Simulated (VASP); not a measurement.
## W: single point with PBEsol

The system is W.

```
CELL_PARAMETERS angstrom
2.84451 0.00000 0.00000
-1.42226 2.46342 0.00000
0.00000 0.00000 4.60811
ATOMIC_POSITIONS crystal
W 0.33333 0.66667 0.25000
W 0.66667 0.33333 0.75000
```

```
Program             : VASP 6.6.1
Task                : single point
Functional          : PBEsol
Potentials or basis : VASP PAW PBE potentials, release 64 (W_sv)
Cutoff              : 520 eV
k mesh              : 12 × 12 × 7
Occupations         : fermi-dirac, width 0.05 eV
Spin                : no spin polarisation
```

```
Pressure               : -3.0 GPa
Band gap on the k mesh : zero (band 14 reaches 11.40 eV, above the bottom of band 15 at 10.02 eV)
```

Stress tensor (GPa, compression positive):
```
-7.50  0.00  0.00
 0.00 -7.50  0.00
 0.00  0.00  5.98
```

Levels at points of the mesh, in eV from the Fermi level:
| k point | band 10 | band 11 | band 12 | band 13 | band 14 | band 15 | band 16 | band 17 | band 18 | band 19 |
| --- | --- | --- | --- | --- | --- | --- | --- | --- | --- | --- |
| (0.00, 0.00, 0.00) | -5.73 | -0.57 | -0.57 | -0.57 | 0.28 | 0.28 | 0.76 | 1.26 | 1.26 | 4.36 |
| (0.50, 0.00, 0.00) | -4.99 | -4.31 | -1.21 | -0.88 | -0.53 | 0.28 | 5.04 | 5.43 | 5.58 | 6.88 |

Wall time 18 s on 1 thread of Intel(R) Xeon(R) 6975P-C (Granite Rapids) (shared host), peak memory 0.18 GiB.

Caveat: the PAW data sets were made with another functional, which shifts forces and pressure a little; spin-orbit coupling is left out, which moves the levels of the heavy elements.
